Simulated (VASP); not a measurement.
# MgO in VASP: further runs

MgO is run at these levels: PBE; tasks: single point.

All numbers are computed with VASP 6.6.1; they aren't measurements. Logs are shortened: lines on timing, memory, paths and dates and some standing lists are left out, and cuts for length are marked.

## Step 1: The cell of the first run

It takes space group Fm-3m (No. 225, cubic). Conventional cell: a = 4.090 Å, b = 4.090 Å, c = 4.090 Å, α = 90.00°, β = 90.00°, γ = 90.00°. Mg (site symmetry m-3m) has 6 O at 2.05 Å within 2.7 Å. Within 2.7 Å of O (site symmetry m-3m) lie 6 Mg at 2.05 Å.

## Step 2: Single point, PBE (8.55 Å³/atom)

INCAR

```
SYSTEM = MgO
PREC = Accurate
ENCUT = 600
EDIFF = 1E-6
ISMEAR = -1
SIGMA = 0.02
LREAL = .False.
LASPH = .True.
NELM = 120
ALGO = Normal
ISIF = 2
LWAVE = .False.
LCHARG = .True.
GGA = PE
LELF = .True.
LVHAR = .True.
NBANDS = 11
GGA_COMPAT = .False.
```

KPOINTS

```
Automatic mesh
0
Gamma
  13 13 13
  0 0 0
```

POSCAR

```
MgO
1.0
    0.0000000000      2.0450622566      2.0450622566
    2.0450622566      0.0000000000      2.0450622566
    2.0450622566      2.0450622566      0.0000000000
Mg O
1 1
Direct
    0.0000000000      0.0000000000      0.0000000000
    0.5000000000      0.5000000000      0.5000000000
```

Potentials or basis: VASP PAW PBE potentials, release 64 (Mg, O).

Run with:

```sh
$ cat potpaw_PBE.64/Mg/POTCAR potpaw_PBE.64/O/POTCAR > POTCAR
$ mpirun -np 1 vasp_std > vasp.out
```

OUTCAR:

```text
SYSTEM = MgO
   PREC = Accurate
   ENCUT = 600
   EDIFF = 1E-6
   ISMEAR = -1
   LREAL = .False.
   LASPH = .True.
   NELM = 120
   ISIF = 2
   GGA = PE

 ion  position               nearest neighbor table
   1  0.000  0.000  0.000-   2 2.05   2 2.05   2 2.05   2 2.05   2 2.05   2 2.05
   2  0.500  0.500  0.500-   1 2.05   1 2.05   1 2.05   1 2.05   1 2.05   1 2.05

  LATTYP: Found a face centered cubic cell.
 ALAT       =     4.0901245132

  Lattice vectors:

 A1 = (   0.0000000000,   2.0450622566,   2.0450622566)
 A2 = (   2.0450622566,   0.0000000000,   2.0450622566)
 A3 = (   2.0450622566,   2.0450622566,   0.0000000000)

Analysis of symmetry for initial positions (statically):
=====================================================================
 Subroutine PRICEL returns:
 Original cell was already a primitive cell.

 Routine SETGRP: Setting up the symmetry group for a
 face centered cubic supercell.

 Subroutine GETGRP returns: Found 48 space group operations
 (whereof 48 operations were pure point group operations)
 out of a pool of 48 trial point group operations.

The static configuration has the point symmetry O_h .

Analysis of symmetry for dynamics (positions and initial velocities):
=====================================================================
 Subroutine PRICEL returns:
 Original cell was already a primitive cell.

 Routine SETGRP: Setting up the symmetry group for a
 face centered cubic supercell.

 Subroutine GETGRP returns: Found 48 space group operations
 (whereof 48 operations were pure point group operations)
 out of a pool of 48 trial point group operations.

The dynamic configuration has the point symmetry O_h .

 Subroutine INISYM returns: Found 48 space group operations
 (whereof 48 operations are pure point group operations),
 and found     1 'primitive' translations

----------------------------------------------------------------------------------------

                                     Primitive cell

  volume of cell :      17.1060

  direct lattice vectors                    reciprocal lattice vectors
     0.000000000  2.045062257  2.045062257    -0.244491334  0.244491334  0.244491334
     2.045062257  0.000000000  2.045062257     0.244491334 -0.244491334  0.244491334
     2.045062257  2.045062257  0.000000000     0.244491334  0.244491334 -0.244491334

  length of vectors
     2.892154779  2.892154779  2.892154779     0.423471413  0.423471413  0.423471413

[... 86 lines left out ...]
   ISIF   =      2    stress and relaxation
   ISYM   =      2    0-nonsym 1-usesym 2-fastsym
   POTIM  = 0.5000    time-step for ionic-motion
   TEBEG  =    0.0;   TEEND  =   0.0 temperature during run
   PSTRESS=    0.0 pullay stress
   NELECT =       8.0000    total number of electrons
   NUPDOWN=      -1.0000    fix difference up-down
   EMIN   =  10.00;   EMAX   =-10.00  energy-range for DOS
   EFERMI =   0.00;   METHOD = LEGACY
   ISMEAR =    -1;   SIGMA  =   0.02  broadening in eV -4-tet -1-fermi 0-gaus
   EFERMI_NEDOS =   21; number of points for ismear=-14 and -15
   IALGO  =     38    algorithm
   IMIX   =      4    mixing-type and parameters
     AMIX     =   0.40;   BMIX     =  1.00
     AMIX_MAG =   1.60;   BMIX_MAG =  1.00
  volume/ion in A,a.u.               =       8.55        57.72
  Fermi-wavevector in a.u.,A,eV,Ry     =   1.270735  2.401341 21.970242  1.614767
  Thomas-Fermi vector in A             =   2.403706
   LORBIT       =      0    0 simple, 1 ext, 2 COOP (PROOUT), +10 PAW based schemes
   GGA     = PE    functional components
   LHFCALC =     F    Hartree Fock is set to
   AEXX    =    0.0000 exact exchange contribution
   IVDW    =     0    specifies the selected vdW correction
   LEPSILON=     F    determine dielectric tensor
   LRPA    =     F    only Hartree local field effects (RPA)
 non-spin polarized calculation
  energy-cutoff  :      600.00
  volume of cell :       17.11
 maximum number of plane-waves:       584
   NGX = 11   NGY = 11   NGZ = 11

 number of electron       7.9999997 magnetization

 Free energy of the ion-electron system (eV)
  ---------------------------------------------------
  ext. energy  EPLUGINS =         0.00000000
  ---------------------------------------------------
  free energy    TOTEN  =       -11.78738873 eV

  energy without entropy =      -11.78738873  energy(sigma->0) =      -11.78738873

 E-fermi :   4.3634     XC(G=0): -11.5037

 val. band max:        3.8798233753   @ k =   0.0000   0.0000   0.0000
 cond. band min:       9.5139460254   @ k =   0.0000   0.0000   0.0000
 fundamental gap:      5.6341226501
 Fermi energy:         4.3633701554

 k-point     1 :       0.0000    0.0000    0.0000
  band No.  band energies     occupation
      1     -13.8600      2.00000
      2       3.8798      2.00000
      3       3.8798      2.00000
      4       3.8798      2.00000
      5       9.5139      0.00000
      6      20.1779      0.00000
      7      20.1779      0.00000
      8      20.1779      0.00000
      9      24.3327      0.00000
     10      26.2145      0.00000
     11      26.2145      0.00000
[... 309 lines left out ...]
 k-point    24 :       0.4615    0.1538    0.0000
  band No.  band energies     occupation
      1     -12.3694      2.00000
      2      -0.5448      2.00000
      3       2.4755      2.00000
      4       2.9575      2.00000
      5      13.3439      0.00000
      6      16.7938      0.00000
      7      19.4000      0.00000
      8      21.8407      0.00000
      9      24.8160      0.00000
     10      28.3499      0.00000
     11      29.3584      0.00000

 [... further k-points ...]

------------------------ aborting loop because EDIFF is reached ----------------------------------------

  FORCE on cell =-STRESS in cart. coord.  units (eV):
  Direction    XX          YY          ZZ          XY          YZ          ZX
  --------------------------------------------------------------------------------------
  -------------------------------------------------------------------------------------
  Total        2.2809492      2.2809492      2.2809492     -0.0000000     -0.0000000      0.0000000
  in kB      213.6370611    213.6370611    213.6370611     -0.0000000     -0.0000000      0.0000000
  external PRESSURE =     213.6370611 kB  Pullay stress =       0.0000000 kB

 VOLUME and BASIS-vectors are now :
 -----------------------------------------------------------------------------
  energy-cutoff  :      600.00
  volume of cell :       17.11
      direct lattice vectors                 reciprocal lattice vectors
     0.000000000  2.045062257  2.045062257    -0.244491334  0.244491334  0.244491334
     2.045062257  0.000000000  2.045062257     0.244491334 -0.244491334  0.244491334
     2.045062257  2.045062257  0.000000000     0.244491334  0.244491334 -0.244491334

 POSITION                                       TOTAL-FORCE (eV/Angst)
 -----------------------------------------------------------------------------------
      0.00000      0.00000      0.00000         0.000000      0.000000      0.000000
      2.04506      2.04506      2.04506         0.000000      0.000000      0.000000
 -----------------------------------------------------------------------------------
    total drift:                               -0.000000     -0.000000      0.000000

  FREE ENERGIE OF THE ION-ELECTRON SYSTEM (eV)
  ---------------------------------------------------
  free  energy   TOTEN  =       -11.7873887305 eV

  energy  without entropy=      -11.7873887305  energy(sigma->0) =      -11.78738873
```

It took 5.4 s on 1 thread of Intel Xeon 6975P-C (Granite Rapids), shared host; peak memory 0.15 GiB.

What came out:

```
Free energy            : -11.7874 eV
Pressure               : 21.4 GPa
Band gap on the k mesh : 5.63 eV
```

Levels at points of the mesh, in eV from the valence-band top:
```tsv
k point	band 2	band 3	band 4	band 5	band 6	band 7
(0.00, 0.00, 0.00)	0.00	0.00	0.00	5.63	16.30	16.30
```

Caveat: the cell stands under pressure; an odd mesh through Γ misses points on the zone boundary, where band edges can lie.

[end of part 1 of 2]
